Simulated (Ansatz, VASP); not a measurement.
# Two plane-wave programs on Nb

The input INCAR:

```
ALGO     = Fast           # electronic algorithm
EDIFF    = 1E-6           # SCF threshold, eV
ENCUT    = 520            # plane-wave cutoff, eV
GGA      = PS             # functional
ISIF     = 2              # what is computed and relaxed
ISMEAR   = 0              # smearing method
LASPH    = True           # aspherical terms in the spheres
LCHARG   = True           # write CHGCAR
LELF     = True           # ELF
LREAL    = False          # projectors in reciprocal space
LVHAR    = True         
LWAVE    = False          # write WAVECAR
NBANDS   = 12             # bands
NELM     = 60             # most SCF steps
PREC     = Accurate       # precision mode
SIGMA    = 0.15           # smearing width, eV
```

File KPOINTS:

```
k-points
0
Gamma
  20 20 20
```

POSCAR

```
Nb
1.0
   -1.6389907500      1.6389907500      1.6140315000
    1.6389907500     -1.6389907500      1.6140315000
    1.6389907500      1.6389907500     -1.6140315000
Nb
1
Direct
    0.0000000000      0.0000000000      0.0000000000
```

Input for Ansatz:

```yaml
crystal:
  lattice:
    - [-1.63899075, 1.63899075, 1.6140315]
    - [1.63899075, -1.63899075, 1.6140315]
    - [1.63899075, 1.63899075, -1.6140315]
  atoms:
    - { symbol: Nb, position: [0.0, 0.0, 0.0] }
basis:
  ecutwfc: 420
kpoints:
  mp_grid: { grid: [20, 20, 20] }
hamiltonian:
  xc: pbesol
scf:
  occupations: { method: gaussian, width: 0.15 }
output:
  forces: true
  stress: true
  eigenvalues: true
  write_density: true
  write_potential: true
  elf: true
  volumetric_format: npy
```

Change from the starting cell: strain -0.015 along x and y, -0.030 along z, atoms carried along.

Alike in both runs: task single point; functional PBEsol; k mesh 20 × 20 × 20; occupations gaussian, width 0.15 eV; no spin polarisation.

|  | VASP | Ansatz |
| --- | --- | --- |
| version | VASP 6.6.1 | Ansatz 0.2.0 |
| potentials or method | VASP PAW PBE potentials, release 64 (Nb_sv), cutoff 520 eV | scalar-relativistic, plane waves, PAW |
| valence electrons in the cell | 13 | 13 |

```tsv
	VASP	Ansatz	Ansatz less VASP
gap on the k mesh at the Fermi level (eV)	none	none	-
pressure (GPa)	1.4	1.8	+0.32
traceless stress, the component that is largest in VASP (GPa)	1.28	1.28	+0.002
```

VASP's potentials were made for PBE, not for PBEsol. A gap of «none» marks a metal or a gap that the smearing closes. With one functional, cell and mesh, what is left measures potentials, basis and numerics.
